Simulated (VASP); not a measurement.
Write the native input for VASP 6.6.1 that does the following.

```
Task                   : single point
Functional             : PBE
Potentials or basis    : VASP PAW PBE potentials, release 64 (Ca_sv, H)
Cutoff                 : 520 eV
k mesh                 : 6 × 6 × 6
Occupations            : gaussian, width 0.1 eV
Spin                   : no spin polarisation
Dipole correction      : no
Further INCAR settings : ALGO = Fast; EDIFF = 1e-06; NBANDS = 50
```

The structure of Ca8H lies in POSCAR:

```
Ca8H
1.0
   -3.9031102856      5.5494991264      3.9031102856
    3.9031102856     -5.5494991264      3.9031102856
    3.9031102856      5.5494991264     -3.9031102856
Ca H
8 1
Direct
    0.0063369916      0.0111401535      0.0174771451
    0.0048031619      0.0111401535      0.4936630084
    0.0012388319      0.5004373275      0.0008015044
    0.0063369916      0.4888598465      0.4951968381
    0.5003641770     -0.0004373275      0.0008015044
    0.4991984956     -0.0004373275      0.4987611681
    0.4991984956      0.5004373275     -0.0003641770
    0.4825228549      0.4888598465      0.4936630084
    0.1250000000      0.2500000000      0.3750000000
```

The input as run:

INCAR

```
SYSTEM = Ca8H
PREC = Accurate ; ENCUT = 520
EDIFF = 1E-6 ; ISMEAR = 0
SIGMA = 0.1 ; LREAL = .False.
LASPH = .True. ; NELM = 80
ALGO = Fast ; ISIF = 2
LWAVE = .False. ; LCHARG = .False.
GGA = PE ; NBANDS = 50
```

KPOINTS

```
regular mesh
0
Gamma
  6 6 6
  0 0 0
```

Potentials or basis: VASP PAW PBE potentials, release 64 (Ca_sv, H).

Launch:

```sh
$ cat potpaw_PBE.64/Ca_sv/POTCAR potpaw_PBE.64/H/POTCAR > POTCAR
$ mpirun -np 1 vasp_std > vasp.out
```

It gave:

```yaml
Pressure: 0.0 GPa
Largest_force: 0.025 eV/Å
Band_gap_on_the_k_mesh: zero (an odd number of electrons rules out a gap without spin polarisation)
```

Wall time 28 min on 1 thread of Intel(R) Xeon(R) Platinum 8488C (Sapphire Rapids) (shared host), peak memory 0.72 GiB.
